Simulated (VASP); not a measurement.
# Bi2Pd3Br (P4/mmm) in VASP: single point with PBE

Aim: the single point of Bi2Pd3Br with PBE.

All numbers are computed with VASP 6.6.1; they aren't measurements. Logs are shortened: lines on timing, memory, paths and dates and some standing lists are left out, and cuts for length are marked.

### Step 1. The cell of the first run

Symmetry: P4/mmm, No. 123, tetragonal system. Conventional cell: a = 3.729 Å, b = 3.729 Å, c = 10.605 Å, α = 90.00°, β = 90.00°, γ = 90.00°. Bi (site symmetry 4mm) has 8 Pd at 2.87 to 3.12 Å and 5 Bi at 3.34 to 3.73 Å within 3.8 Å. Pd (site symmetry 4/mmm) has 2 Pd at 2.81 Å and 8 Bi at 3.12 Å within 3.7 Å. Pd (site symmetry 4mm) has 1 Br at 2.50 Å and 1 Pd at 2.81 Å and 4 Bi at 2.87 Å within 3.3 Å. Within 3.3 Å of Br (site symmetry 4/mmm) lie 2 Pd at 2.50 Å.

### Step 2. Single point, PBE

File INCAR:

```
SYSTEM = Bi2Pd3Br
ALGO = Normal ; EDIFF = 1E-6
ENCUT = 520 ; GGA = PE
ISIF = 2 ; ISMEAR = 0
LASPH = .TRUE. ; LCHARG = .FALSE.
LREAL = .FALSE. ; LWAVE = .FALSE.
NBANDS = 42 ; NELM = 80
PREC = Accurate ; SIGMA = 0.2
```

File KPOINTS:

```
k-points
0
G
  4 4 2
  0 0 0
```

File POSCAR:

```
Bi2Pd3Br
1.0
    3.7285462697      0.0000000000      0.0000000000
    0.0000000000      3.7285462697      0.0000000000
    0.0000000000      0.0000000000     10.6053137559
Bi Pd Br
2 3 1
Direct
    0.5000000000      0.5000000000      0.6575939143
    0.5000000000      0.5000000000      0.3424060857
    0.0000000000      0.0000000000      0.5000000000
    0.0000000000      0.0000000000      0.2352775996
    0.0000000000      0.0000000000      0.7647224004
    0.0000000000      0.0000000000      0.0000000000
```

Potentials or basis: VASP PAW PBE potentials, release 64 (Bi_d, Pd, Br).

On the command line:

```sh
> cat potpaw_PBE.64/Bi_d/POTCAR potpaw_PBE.64/Pd/POTCAR potpaw_PBE.64/Br/POTCAR > POTCAR
> mpirun -np 1 vasp_std > vasp.out
```

OUTCAR:

```text
SYSTEM = Bi2Pd3Br
   EDIFF = 1E-6
   ENCUT = 520
   GGA = PE
   ISIF = 2
   ISMEAR = 0
   LASPH = .TRUE.
   LREAL = .FALSE.
   NELM = 80
   PREC = Accurate

 ion  position               nearest neighbor table
   1  0.500  0.500  0.658-   5 2.87   5 2.87   5 2.87   5 2.87   3 3.12   3 3.12   3 3.12   3 3.12
                             2 3.34
   2  0.500  0.500  0.342-   4 2.87   4 2.87   4 2.87   4 2.87   3 3.12   3 3.12   3 3.12   3 3.12
                             1 3.34
   3  0.000  0.000  0.500-   4 2.81   5 2.81   1 3.12   2 3.12   1 3.12   2 3.12   1 3.12   2 3.12
                             1 3.12   2 3.12
   4  0.000  0.000  0.235-   6 2.50   3 2.81   2 2.87   2 2.87   2 2.87   2 2.87
   5  0.000  0.000  0.765-   6 2.50   3 2.81   1 2.87   1 2.87   1 2.87   1 2.87
   6  0.000  0.000  0.000-   4 2.50   5 2.50

  LATTYP: Found a simple tetragonal cell.
 ALAT       =     3.7285462697
 C/A-ratio  =     2.8443562152

  Lattice vectors:

 A1 = (   3.7285462697,   0.0000000000,   0.0000000000)
 A2 = (   0.0000000000,   3.7285462697,   0.0000000000)
 A3 = (   0.0000000000,   0.0000000000,  10.6053137559)

Analysis of symmetry for initial positions (statically):
=====================================================================
 Subroutine PRICEL returns:
 Original cell was already a primitive cell.

 Routine SETGRP: Setting up the symmetry group for a
 simple tetragonal supercell.

 Subroutine GETGRP returns: Found 16 space group operations
 (whereof 16 operations were pure point group operations)
 out of a pool of 16 trial point group operations.

The static configuration has the point symmetry D_4h.

Analysis of symmetry for dynamics (positions and initial velocities):
=====================================================================
 Subroutine PRICEL returns:
 Original cell was already a primitive cell.

 Routine SETGRP: Setting up the symmetry group for a
 simple tetragonal supercell.

 Subroutine GETGRP returns: Found 16 space group operations
 (whereof 16 operations were pure point group operations)
 out of a pool of 16 trial point group operations.

The dynamic configuration has the point symmetry D_4h.

 Subroutine INISYM returns: Found 16 space group operations
 (whereof 16 operations are pure point group operations),
 and found     1 'primitive' translations

----------------------------------------------------------------------------------------

                                     Primitive cell

  volume of cell :     147.4357

  direct lattice vectors                    reciprocal lattice vectors
     3.728546270  0.000000000  0.000000000     0.268201043  0.000000000  0.000000000
     0.000000000  3.728546270  0.000000000     0.000000000  0.268201043  0.000000000
     0.000000000  0.000000000 10.605313756     0.000000000  0.000000000  0.094292354

  length of vectors
     3.728546270  3.728546270 10.605313756     0.268201043  0.268201043  0.094292354

  position of ions in fractional coordinates (direct lattice)
     0.500000000  0.500000000  0.657593914
     0.500000000  0.500000000  0.342406086
     0.000000000  0.000000000  0.500000000
     0.000000000  0.000000000  0.235277600
     0.000000000  0.000000000  0.764722400
     0.000000000  0.000000000  0.000000000

  ion indices of the primitive-cell ions
   primitive index   ion index
                 1           1
                 2           2
                 3           3
                 4           4
                 5           5
                 6           6

----------------------------------------------------------------------------------------

 KPOINTS: k-points

Automatic generation of k-mesh.
 Grid dimensions read from file:
 generate k-points for:    4    4    2

 Generating k-lattice:

  Cartesian coordinates                     Fractional coordinates (reciprocal lattice)
     0.067050261  0.000000000  0.000000000     0.250000000  0.000000000  0.000000000
     0.000000000  0.067050261  0.000000000     0.000000000  0.250000000  0.000000000
     0.000000000  0.000000000  0.047146177     0.000000000  0.000000000  0.500000000

  Length of vectors
     0.067050261  0.067050261  0.047146177

  Shift w.r.t. Gamma in fractional coordinates (k-lattice)
     0.000000000  0.000000000  0.000000000

 Subroutine IBZKPT returns following result:
 ===========================================

 Found     12 irreducible k-points:

 Following reciprocal coordinates:
            Coordinates               Weight
  0.000000  0.000000  0.000000      1.000000
  0.250000  0.000000  0.000000      4.000000
  0.500000  0.000000  0.000000      2.000000
  0.250000  0.250000  0.000000      4.000000
  0.500000  0.250000  0.000000      4.000000
  0.500000  0.500000  0.000000      1.000000
  0.000000  0.000000  0.500000      1.000000
  0.250000  0.000000  0.500000      4.000000
  0.500000  0.000000  0.500000      2.000000
  0.250000  0.250000  0.500000      4.000000
  0.500000  0.250000  0.500000      4.000000
  0.500000  0.500000  0.500000      1.000000
   k-points           NKPTS =     12   k-points in BZ     NKDIM =     12   number of bands    NBANDS=     42
   number of dos      NEDOS =    301   number of ions     NIONS =      6
   total plane-waves  NPLWV =  62720
   dimension x,y,z NGX =    28 NGY =   28 NGZ =   80
   dimension x,y,z NGXF=    56 NGYF=   56 NGZF=  160
   ions per type =               2   3   1
   NGX,Y,Z   is equivalent  to a cutoff of  12.48, 12.48, 12.54 a.u.
   NGXF,Y,Z  is equivalent  to a cutoff of  24.97, 24.97, 25.08 a.u.
 SYSTEM =  Bi2Pd3Br
   PREC   = accura    normal or accurate (medium, high low for compatibility)
   ISTART =      0    job   : 0-new  1-cont  2-samecut
   ICHARG =      2    charge: 1-file 2-atom 10-const
   ISPIN  =      1    spin polarized calculation?
   LNONCOLLINEAR =      F non collinear calculations
   LSORBIT =      F    spin-orbit coupling
   LASPH  =      T    aspherical Exc in radial PAW
   ENCUT  =  520.0 eV  38.22 Ry    6.18 a.u.   6.93  6.93 19.72*2*pi/ulx,y,z
   NELM   =     80;   NELMIN=  2; NELMDL= -5     # of ELM steps
   EDIFF  = 0.1E-05   stopping-criterion for ELM
   LREAL  =      F    real-space projection
   EDIFFG = 0.1E-04   stopping-criterion for IOM
   NSW    =      0    number of steps for IOM
   IBRION =     -1    ionic relax: 0-MD 1-quasi-New 2-CG
   NFREE  =      0    steps in history (QN), initial steepest desc. (CG)
   ISIF   =      2    stress and relaxation
   ISYM   =      2    0-nonsym 1-usesym 2-fastsym
   POTIM  = 0.5000    time-step for ionic-motion
   TEBEG  =    0.0;   TEEND  =   0.0 temperature during run
   PSTRESS=    0.0 pullay stress
   NELECT =      67.0000    total number of electrons
   NUPDOWN=      -1.0000    fix difference up-down
   EMIN   =  10.00;   EMAX   =-10.00  energy-range for DOS
   EFERMI =   0.00;   METHOD = LEGACY
   ISMEAR =     0;   SIGMA  =   0.20  broadening in eV -4-tet -1-fermi 0-gaus
   EFERMI_NEDOS =   21; number of points for ismear=-14 and -15
   IALGO  =     38    algorithm
   IMIX   =      4    mixing-type and parameters
     AMIX     =   0.40;   BMIX     =  1.00
     AMIX_MAG =   1.60;   BMIX_MAG =  1.00
  volume/ion in A,a.u.               =      24.57       165.82
  Fermi-wavevector in a.u.,A,eV,Ry     =   1.258632  2.378470 21.553744  1.584155
  Thomas-Fermi vector in A             =   2.392232
   LORBIT       =      0    0 simple, 1 ext, 2 COOP (PROOUT), +10 PAW based schemes
   GGA     = PE    functional components
   LHFCALC =     F    Hartree Fock is set to
   AEXX    =    0.0000 exact exchange contribution
   IVDW    =     0    specifies the selected vdW correction
   LEPSILON=     F    determine dielectric tensor
   LRPA    =     F    only Hartree local field effects (RPA)
 non-spin polarized calculation
 Gauss-broadening in eV      SIGMA  =   0.20
  energy-cutoff  :      520.00
  volume of cell :      147.44
 maximum number of plane-waves:      3992
 NGX is ok and might be reduce to    28
   NGX = 13   NGY = 13   NGZ = 39

 number of electron      67.0000001 magnetization

 Free energy of the ion-electron system (eV)
  ---------------------------------------------------
  ext. energy  EPLUGINS =         0.00000000
  ---------------------------------------------------
  free energy    TOTEN  =       -26.02477611 eV

  energy without entropy =      -25.96321042  energy(sigma->0) =      -25.99399327

 E-fermi :   5.8771     XC(G=0): -10.2732

 val. band max:        5.8567058645   @ k =   0.5000   0.5000   0.0000
 cond. band min:       5.9428592655   @ k =   0.0000   0.0000   0.0000
 fundamental gap:      0.0861534010
 Fermi energy:         5.8770977290

 k-point     1 :       0.0000    0.0000    0.0000
  band No.  band energies     occupation
      1     -16.9230      2.00000
      2     -16.8609      2.00000
      3     -16.8554      2.00000
      4     -16.8417      2.00000
      5     -16.8417      2.00000
      6     -16.8114      2.00000
[... 34 lines left out ...]
     41      13.0235      0.00000
     42      13.7450      0.00000

 k-point     2 :       0.2500    0.0000    0.0000
  band No.  band energies     occupation
      1     -16.9156      2.00000
      2     -16.8574      2.00000
      3     -16.8434      2.00000
      4     -16.8346      2.00000
      5     -16.8269      2.00000
      6     -16.8192      2.00000
[... 34 lines left out ...]
     41      12.5063      0.00000
     42      13.7130      0.00000

 k-point     3 :       0.5000    0.0000    0.0000
  band No.  band energies     occupation
      1     -16.9114      2.00000
      2     -16.8730      2.00000
      3     -16.8450      2.00000
      4     -16.8314      2.00000
      5     -16.8276      2.00000
      6     -16.8130      2.00000
[... 34 lines left out ...]
     41      12.6836      0.00000
     42      12.8751      0.00000

 k-point     4 :       0.2500    0.2500    0.0000
  band No.  band energies     occupation
      1     -16.9020      2.00000
      2     -16.8589      2.00000
      3     -16.8535      2.00000
      4     -16.8198      2.00000
      5     -16.8173      2.00000
      6     -16.8163      2.00000
[... 34 lines left out ...]
     41      12.2392      0.00000
     42      12.6830      0.00000

 k-point     5 :       0.5000    0.2500    0.0000
  band No.  band energies     occupation
      1     -16.8937      2.00000
      2     -16.8689      2.00000
      3     -16.8550      2.00000
      4     -16.8300      2.00000
      5     -16.8284      2.00000
      6     -16.8233      2.00000
[... 34 lines left out ...]
     41      12.3550      0.00000
     42      12.8055      0.00000

 k-point     6 :       0.5000    0.5000    0.0000
  band No.  band energies     occupation
      1     -16.8813      2.00000
      2     -16.8649      2.00000
      3     -16.8649      2.00000
      4     -16.8437      2.00000
      5     -16.8368      2.00000
      6     -16.8271      2.00000
[... 34 lines left out ...]
     41       9.7619      0.00000
     42      10.9194      0.00000

 k-point     7 :       0.0000    0.0000    0.5000
  band No.  band energies     occupation
      1     -16.9231      2.00000
      2     -16.8609      2.00000
      3     -16.8555      2.00000
      4     -16.8417      2.00000
      5     -16.8417      2.00000
      6     -16.8114      2.00000
[... 34 lines left out ...]
     41      13.0458      0.00000
     42      13.7441      0.00000

 k-point     8 :       0.2500    0.0000    0.5000
  band No.  band energies     occupation
      1     -16.9156      2.00000
      2     -16.8574      2.00000
      3     -16.8434      2.00000
      4     -16.8346      2.00000
      5     -16.8269      2.00000
      6     -16.8192      2.00000
[... 34 lines left out ...]
     41      12.7806      0.00000
     42      13.3320      0.00000

 k-point     9 :       0.5000    0.0000    0.5000
  band No.  band energies     occupation
      1     -16.9114      2.00000
      2     -16.8730      2.00000
      3     -16.8450      2.00000
      4     -16.8313      2.00000
      5     -16.8276      2.00000
      6     -16.8131      2.00000
[... 34 lines left out ...]
     41      13.3960      0.00000
     42      13.4901      0.00000

 k-point    10 :       0.2500    0.2500    0.5000
  band No.  band energies     occupation
      1     -16.9020      2.00000
      2     -16.8588      2.00000
      3     -16.8535      2.00000
      4     -16.8198      2.00000
      5     -16.8173      2.00000
      6     -16.8163      2.00000
[... 34 lines left out ...]
     41      11.7973      0.00000
     42      12.8021      0.00000

 k-point    11 :       0.5000    0.2500    0.5000
  band No.  band energies     occupation
      1     -16.8937      2.00000
      2     -16.8689      2.00000
      3     -16.8550      2.00000
      4     -16.8300      2.00000
      5     -16.8284      2.00000
      6     -16.8233      2.00000
[... 34 lines left out ...]
     41      11.2256      0.00000
     42      12.0176      0.00000

 k-point    12 :       0.5000    0.5000    0.5000
  band No.  band energies     occupation
      1     -16.8813      2.00000
      2     -16.8649      2.00000
      3     -16.8649      2.00000
      4     -16.8437      2.00000
      5     -16.8368      2.00000
      6     -16.8272      2.00000
[... 34 lines left out ...]
     41       9.4288      0.00000
     42      12.7034      0.00000

------------------------ aborting loop because EDIFF is reached ----------------------------------------

  FORCE on cell =-STRESS in cart. coord.  units (eV):
  Direction    XX          YY          ZZ          XY          YZ          ZX
  --------------------------------------------------------------------------------------
  -------------------------------------------------------------------------------------
  Total       -0.1626859     -0.1626859     -0.0864122      0.0000000      0.0000000      0.0000000
  in kB       -1.7679007     -1.7679007     -0.9390378      0.0000000      0.0000000      0.0000000
  external PRESSURE =      -1.4916131 kB  Pullay stress =       0.0000000 kB

 VOLUME and BASIS-vectors are now :
 -----------------------------------------------------------------------------
  energy-cutoff  :      520.00
  volume of cell :      147.44
      direct lattice vectors                 reciprocal lattice vectors
     3.728546270  0.000000000  0.000000000     0.268201043  0.000000000  0.000000000
     0.000000000  3.728546270  0.000000000     0.000000000  0.268201043  0.000000000
     0.000000000  0.000000000 10.605313756     0.000000000  0.000000000  0.094292354

 POSITION                                       TOTAL-FORCE (eV/Angst)
 -----------------------------------------------------------------------------------
      1.86427      1.86427      6.97399        -0.000000      0.000000     -0.011527
      1.86427      1.86427      3.63132        -0.000000     -0.000000      0.011527
      0.00000      0.00000      5.30266        -0.000000      0.000000      0.000000
      0.00000      0.00000      2.49519         0.000000     -0.000000     -0.019953
      0.00000      0.00000      8.11012        -0.000000     -0.000000      0.019953
      0.00000      0.00000      0.00000        -0.000000      0.000000      0.000000
 -----------------------------------------------------------------------------------
    total drift:                                0.000000      0.000000     -0.000000

  FREE ENERGIE OF THE ION-ELECTRON SYSTEM (eV)
  ---------------------------------------------------
  free  energy   TOTEN  =       -26.0247761125 eV

  energy  without entropy=      -25.9632104213  energy(sigma->0) =      -25.99399327
```

Wall time 37 s (1 thread of Intel Xeon 6975P-C (Granite Rapids), shared host); peak memory 0.26 GiB.

What came out:

```yaml
Free_energy: -26.0248 eV
Pressure: -0.1 GPa
Largest_force: 0.020 eV/Å
```

Forces on the atoms (eV/Å):
```
Bi   0.000  0.000 -0.012
Bi   0.000  0.000  0.012
Pd   0.000  0.000  0.000
Pd   0.000  0.000 -0.020
Pd   0.000  0.000  0.020
Br   0.000  0.000  0.000
```

Stress tensor (GPa, compression positive):
```
-0.18  0.00  0.00
 0.00 -0.18  0.00
 0.00  0.00 -0.09
```

Levels at points of the mesh, in eV from the Fermi level:
| k point | band 32 | band 33 | band 34 | band 35 | band 36 | band 37 |
| --- | --- | --- | --- | --- | --- | --- |
| (0.00, 0.00, 0.00) | 0.07 | 1.52 | 1.52 | 2.15 | 2.17 | 2.73 |
| (0.50, 0.00, 0.00) | -1.08 | -0.97 | -0.27 | 1.40 | 2.76 | 4.17 |
| (0.50, 0.50, 0.00) | -0.38 | -0.38 | -0.02 | -0.02 | 0.73 | 1.78 |
| (0.00, 0.00, 0.50) | 0.13 | 1.03 | 1.25 | 1.25 | 2.81 | 2.92 |
| (0.50, 0.00, 0.50) | -1.10 | -0.84 | -0.18 | 1.68 | 4.17 | 4.20 |
| (0.50, 0.50, 0.50) | -1.16 | -0.34 | 0.50 | 0.50 | 0.76 | 1.57 |

Caveat: the k points lie up to 0.42 Å⁻¹ apart; spin-orbit coupling is left out, which moves the levels of the heavy elements; an odd number of electrons without spin polarisation forces a metal; a magnetic or distorted state may lie lower.
